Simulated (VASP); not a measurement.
Write the native input for VASP 6.6.1 that does the following.

| Property | Result |
| --- | --- |
| Task | single point |
| Functional | PBE |
| Potentials or basis | VASP PAW PBE potentials, release 64 (Al) |
| Cutoff | 520 eV |
| k mesh | 20 × 20 × 20 |
| Occupations | gaussian, width 0.15 eV |
| Spin | no spin polarisation |
| Dipole correction | no |
| Further INCAR settings | ALGO = Normal; EDIFF = 1e-06; NBANDS = 8 |

The structure of Al lies in POSCAR:

```
Al
1.0
   -1.5912186900      1.5832625966      1.5832625966
    1.5912186900     -1.5991747834      1.5991747834
    1.5912186900      1.5991747834     -1.5991747834
Al
1
Direct
    0.0000000000      0.0000000000      0.0000000000
```

This cell differs from its parent crystal: strain -0.0100 x Voigt [0, 0, 0, 1, 0, 0].

These files were run (other wordings do the same):

INCAR

```
SYSTEM = Al
PREC     = Accurate       ! precision mode
ENCUT    = 520            ! plane-wave cutoff, eV
EDIFF    = 1E-6           ! SCF threshold, eV
ISMEAR   = 0              ! smearing method
SIGMA    = 0.15           ! smearing width, eV
LREAL    = .FALSE.        ! projectors in reciprocal space
LASPH    = .TRUE.         ! aspherical terms in the spheres
NELM     = 100            ! most SCF steps
ALGO     = Normal         ! electronic algorithm
ISIF     = 2              ! what is computed and relaxed
LWAVE    = .FALSE.        ! write WAVECAR
LCHARG   = .FALSE.        ! write CHGCAR
GGA      = PE             ! functional
NBANDS   = 8              ! bands
```

KPOINTS

```
regular mesh
0
G
  20 20 20
  0 0 0
```

Potentials or basis: VASP PAW PBE potentials, release 64 (Al).

Run with:

```console
$ cat potpaw_PBE.64/Al/POTCAR > POTCAR
$ mpirun -np 1 vasp_std > vasp.out
```

It gave:

```json
{
  "Pressure": "3.8 GPa"
}
```

Caveat: the cell differs from its parent crystal (strain -0.0100 x Voigt [0, 0, 0, 1, 0, 0]).

Wall time 2.2 min on 1 thread of Intel Xeon 8259CL (shared host), peak memory 0.24 GiB.
